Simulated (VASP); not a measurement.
# Ir (Pm-3m) in VASP: notebook, part 2 of 2

VASP 6.6.1.

### 3 Single point, BLYP (15.78 Å³/atom)

This run uses another cell than the first one, of 15.78 Å³/atom.

Contents of INCAR:

```
PREC     = Accurate       # precision mode
ENCUT    = 560            # plane-wave cutoff, eV
EDIFF    = 1E-6           # SCF threshold, eV
ISMEAR   = -1             # smearing method
SIGMA    = 0.1            # smearing width, eV
LREAL    = F              # projectors in reciprocal space
LASPH    = T              # aspherical terms in the spheres
NELM     = 120            # most SCF steps
ALGO     = Normal         # electronic algorithm
ISIF     = 2              # what is computed and relaxed
LWAVE    = F              # write WAVECAR
LCHARG   = F              # write CHGCAR
GGA      = B5             # functional
ALDAX    = 1.0          
AGGAX    = 1.0          
AGGAC    = 1.0          
ALDAC    = 0.0          
NBANDS   = 14             # bands
GGA_COMPAT= F
```

Contents of KPOINTS:

```
Automatic mesh
0
Gamma
  13 13 13
```

Contents of POSCAR:

```
Ir
1.0
    2.5080938455      0.0000000000      0.0000000000
    0.0000000000      2.5080938455      0.0000000000
    0.0000000000      0.0000000000      2.5080938455
Ir
1
Direct
    0.0000000000      0.0000000000      0.0000000000
```

Potentials or basis: VASP PAW PBE potentials, release 64 (Ir_sv_GW).

Started as:

```
cat potpaw_PBE.64/Ir_sv_GW/POTCAR > POTCAR
mpirun -np 1 vasp_std > vasp.out
```

OUTCAR:

```text
PREC = Accurate
   ENCUT = 560
   EDIFF = 1E-6
   ISMEAR = -1
   LREAL = F
   LASPH = T
   NELM = 120
   ISIF = 2
   GGA = B5

 ion  position               nearest neighbor table
   1  0.000  0.000  0.000-

  LATTYP: Found a simple cubic cell.
 ALAT       =     2.5080938455

  Lattice vectors:

 A1 = (   2.5080938455,   0.0000000000,   0.0000000000)
 A2 = (   0.0000000000,   2.5080938455,   0.0000000000)
 A3 = (   0.0000000000,   0.0000000000,   2.5080938455)

Analysis of symmetry for initial positions (statically):
=====================================================================
 Subroutine PRICEL returns:
 Original cell was already a primitive cell.

 Routine SETGRP: Setting up the symmetry group for a
 simple cubic supercell.

 Subroutine GETGRP returns: Found 48 space group operations
 (whereof 48 operations were pure point group operations)
 out of a pool of 48 trial point group operations.

The static configuration has the point symmetry O_h .

Analysis of symmetry for dynamics (positions and initial velocities):
=====================================================================
[... 169 lines left out ...]
      5       1.7891      2.00000
      6       4.7844      2.00000
      7       4.7844      2.00000
      8      12.7868      0.00000
      9      12.7868      0.00000
     10      12.7868      0.00000
     11      27.2417      0.00000
     12      27.2417      0.00000
     13      27.2417      0.00000
     14      34.2891      0.00000
[... 377 lines left out ...]
      1     -80.4831      2.00000
      2     -38.0166      2.00000
      3     -37.8194      2.00000
      4     -37.1391      2.00000
      5       5.4097      2.00000
      6       5.8875      2.00000
      7      10.0152      2.00000
      8      10.3715      1.99983
      9      11.0022      1.91335
     10      12.4205      0.00003
     11      19.9810      0.00000
     12      25.0110      0.00000
     13      29.3708      0.00000
     14      33.4357      0.00000

 [... further k-points ...]

------------------------ aborting loop because EDIFF is reached ----------------------------------------

  FORCE on cell =-STRESS in cart. coord.  units (eV):
  Direction    XX          YY          ZZ          XY          YZ          ZX
  --------------------------------------------------------------------------------------
  -------------------------------------------------------------------------------------
  Total        3.5731498      3.5731498      3.5731498     -0.0000000     -0.0000000      0.0000000
  in kB      362.8527845    362.8527845    362.8527845     -0.0000000     -0.0000000      0.0000000
  external PRESSURE =     362.8527845 kB  Pullay stress =       0.0000000 kB

 VOLUME and BASIS-vectors are now :
 -----------------------------------------------------------------------------
  energy-cutoff  :      560.00
  volume of cell :       15.78
      direct lattice vectors                 reciprocal lattice vectors
     2.508093845  0.000000000  0.000000000     0.398709164  0.000000000  0.000000000
     0.000000000  2.508093845  0.000000000     0.000000000  0.398709164  0.000000000
     0.000000000  0.000000000  2.508093845     0.000000000  0.000000000  0.398709164

 POSITION                                       TOTAL-FORCE (eV/Angst)
 -----------------------------------------------------------------------------------
      0.00000      0.00000      0.00000         0.000000      0.000000      0.000000
 -----------------------------------------------------------------------------------
    total drift:                               -0.000000      0.000000      0.000000

  FREE ENERGIE OF THE ION-ELECTRON SYSTEM (eV)
  ---------------------------------------------------
  free  energy   TOTEN  =        -7.1878169684 eV

  energy  without entropy=       -7.1380380232  energy(sigma->0) =       -7.16292750
```

It took 14 s on 1 thread of Intel Xeon Platinum 8488C (Sapphire Rapids), shared host; peak memory 0.14 GiB.

What came out:

```
Free energy            : -7.1878 eV
Pressure               : 36.3 GPa
Band gap on the k mesh : zero (an odd number of electrons rules out a gap without spin polarisation)
```

Caveat: the cell stands under pressure; the PAW data sets were made with another functional, which shifts forces and pressure a little; spin-orbit coupling is left out, which moves the levels of the heavy elements.

### 4 Single point, BLYP (17.21 Å³/atom)

This run uses another cell than the first one, of 17.21 Å³/atom.

Contents of INCAR:

```
SYSTEM = Ir
  PREC = Accurate
  ENCUT = 560
  EDIFF = 1E-6
  ISMEAR = -1
  SIGMA = 0.1
  LREAL = .False.
  LASPH = .True.
  NELM = 120
  ALGO = Normal
  ISIF = 2
  LWAVE = .False.
  LCHARG = .False.
  GGA = B5
  ALDAX = 1.0
  AGGAX = 1.0
  AGGAC = 1.0
  ALDAC = 0.0
  NBANDS = 14
  GGA_COMPAT = .False.
```

Contents of KPOINTS:

```
regular mesh
0
Gamma
  13 13 13
  0 0 0
```

Contents of POSCAR:

```
Ir
1.0
    2.5819032812      0.0000000000      0.0000000000
    0.0000000000      2.5819032812      0.0000000000
    0.0000000000      0.0000000000      2.5819032812
Ir
1
Direct
    0.0000000000      0.0000000000      0.0000000000
```

Potentials or basis: VASP PAW PBE potentials, release 64 (Ir_sv_GW).

Started as:

```
cat potpaw_PBE.64/Ir_sv_GW/POTCAR > POTCAR
mpirun -np 1 vasp_std > vasp.out
```

OUTCAR:

```text
SYSTEM = Ir
   PREC = Accurate
   ENCUT = 560
   EDIFF = 1E-6
   ISMEAR = -1
   LREAL = .False.
   LASPH = .True.
   NELM = 120
   ISIF = 2
   GGA = B5

 ion  position               nearest neighbor table
   1  0.000  0.000  0.000-

  LATTYP: Found a simple cubic cell.
 ALAT       =     2.5819032812

  Lattice vectors:

 A1 = (   2.5819032812,   0.0000000000,   0.0000000000)
 A2 = (   0.0000000000,   2.5819032812,   0.0000000000)
 A3 = (   0.0000000000,   0.0000000000,   2.5819032812)

Analysis of symmetry for initial positions (statically):
=====================================================================
 Subroutine PRICEL returns:
 Original cell was already a primitive cell.

 Routine SETGRP: Setting up the symmetry group for a
 simple cubic supercell.

 Subroutine GETGRP returns: Found 48 space group operations
 (whereof 48 operations were pure point group operations)
 out of a pool of 48 trial point group operations.

The static configuration has the point symmetry O_h .

Analysis of symmetry for dynamics (positions and initial velocities):
[... 170 lines left out ...]
      5       1.0885      2.00000
      6       4.0782      2.00000
      7       4.0782      2.00000
      8      11.1168      0.00001
      9      11.1168      0.00001
     10      11.1168      0.00001
     11      25.2403      0.00000
     12      25.2403      0.00000
     13      25.2403      0.00000
     14      31.7836      0.00000
[... 377 lines left out ...]
      1     -81.7647      2.00000
      2     -39.1637      2.00000
      3     -39.0155      2.00000
      4     -38.5066      2.00000
      5       4.6140      2.00000
      6       5.0606      2.00000
      7       8.6801      1.99998
      8       9.0375      1.99944
      9       9.5831      1.87614
     10      10.8924      0.00006
     11      17.9805      0.00000
     12      22.7629      0.00000
     13      27.2372      0.00000
     14      31.1294      0.00000

 [... further k-points ...]

------------------------ aborting loop because EDIFF is reached ----------------------------------------

  FORCE on cell =-STRESS in cart. coord.  units (eV):
  Direction    XX          YY          ZZ          XY          YZ          ZX
  --------------------------------------------------------------------------------------
  -------------------------------------------------------------------------------------
  Total        0.9642933      0.9642933      0.9642933      0.0000000     -0.0000000     -0.0000000
  in kB       89.7635098     89.7635098     89.7635098      0.0000000     -0.0000000     -0.0000000
  external PRESSURE =      89.7635098 kB  Pullay stress =       0.0000000 kB

 VOLUME and BASIS-vectors are now :
 -----------------------------------------------------------------------------
  energy-cutoff  :      560.00
  volume of cell :       17.21
      direct lattice vectors                 reciprocal lattice vectors
     2.581903281  0.000000000  0.000000000     0.387311177  0.000000000  0.000000000
     0.000000000  2.581903281  0.000000000     0.000000000  0.387311177  0.000000000
     0.000000000  0.000000000  2.581903281     0.000000000  0.000000000  0.387311177

 POSITION                                       TOTAL-FORCE (eV/Angst)
 -----------------------------------------------------------------------------------
      0.00000      0.00000      0.00000         0.000000      0.000000      0.000000
 -----------------------------------------------------------------------------------
    total drift:                               -0.000000      0.000000      0.000000

  FREE ENERGIE OF THE ION-ELECTRON SYSTEM (eV)
  ---------------------------------------------------
  free  energy   TOTEN  =        -7.3939678299 eV

  energy  without entropy=       -7.3396302433  energy(sigma->0) =       -7.36679904
```

Wall time 12 s (1 thread of Intel Xeon 6975P-C (Granite Rapids), shared host); peak memory 0.14 GiB.

What came out:

```
Free energy            : -7.3940 eV
Pressure               : 9.0 GPa
Band gap on the k mesh : zero (an odd number of electrons rules out a gap without spin polarisation)
```

Caveat: the cell stands under pressure; the PAW data sets were made with another functional, which shifts forces and pressure a little; spin-orbit coupling is left out, which moves the levels of the heavy elements.

### 5 Single point, BLYP

This run uses another cell than the first one, of 17.93 Å³/atom.

Contents of INCAR:

```
SYSTEM = Ir
PREC     = Accurate       ! precision mode
ENCUT    = 560            ! plane-wave cutoff, eV
EDIFF    = 1E-6           ! SCF threshold, eV
ISMEAR   = -1             ! smearing method
SIGMA    = 0.1            ! smearing width, eV
LREAL    = .False.        ! projectors in reciprocal space
LASPH    = .True.         ! aspherical terms in the spheres
NELM     = 120            ! most SCF steps
ALGO     = Normal         ! electronic algorithm
ISIF     = 2              ! what is computed and relaxed
LWAVE    = .False.        ! write WAVECAR
LCHARG   = .True.         ! write CHGCAR
GGA      = B5             ! functional
ALDAX    = 1.0          
AGGAX    = 1.0          
AGGAC    = 1.0          
ALDAC    = 0.0          
LELF     = .True.         ! ELF
LVHAR    = .True.       
NBANDS   = 14             ! bands
GGA_COMPAT= .False.
```

KPOINTS is that of step 4.

Contents of POSCAR:

```
Ir
1.0
    2.6172762149      0.0000000000      0.0000000000
    0.0000000000      2.6172762149      0.0000000000
    0.0000000000      0.0000000000      2.6172762149
Ir
1
Direct
    0.0000000000      0.0000000000      0.0000000000
```

Started as:

```
cat potpaw_PBE.64/Ir_sv_GW/POTCAR > POTCAR
mpirun -np 1 vasp_std > vasp.out
```

Wall time 10 s (1 thread of Intel Xeon 6975P-C (Granite Rapids), shared host); peak memory 0.14 GiB.

Results (log left out):

```yaml
Free_energy: -7.4184 eV
Pressure: -0.5 GPa
Band_gap_on_the_k_mesh: zero (an odd number of electrons rules out a gap without spin polarisation)
```

Levels at points of the mesh, in eV from the Fermi level:
```
           k point  band 6  band 7  band 8  band 9  band 10  band 11
(0.00, 0.00, 0.00)   -5.45   -5.45    1.17    1.17     1.17    15.13
```

Caveat: the PAW data sets were made with another functional, which shifts forces and pressure a little; spin-orbit coupling is left out, which moves the levels of the heavy elements.

### 6 Overview

| cell | gap on the mesh (eV) | pressure (GPa) |
| --- | --- | --- |
| a = 2.546 Å, 1 atom | none | 21.0 |
| a = 2.508 Å, 1 atom | none | 36.3 |
| a = 2.582 Å, 1 atom | none | 9.0 |
| a = 2.617 Å, 1 atom | none | -0.5 |

Alike in all rows: task single point; level BLYP; potentials or basis VASP PAW PBE potentials, release 64 (Ir_sv_GW); no spin polarisation; k mesh 13 × 13 × 13; cutoff (eV) 560; smearing fermi-dirac 0.1 eV.

Caveats: the PAW data sets were made with another functional, which shifts forces and pressure a little; spin-orbit coupling is left out, which moves the levels of the heavy elements; the cell stands under pressure (at least some runs).

Total energies depend on the potentials used, so only differences within one code and one set of settings carry meaning.
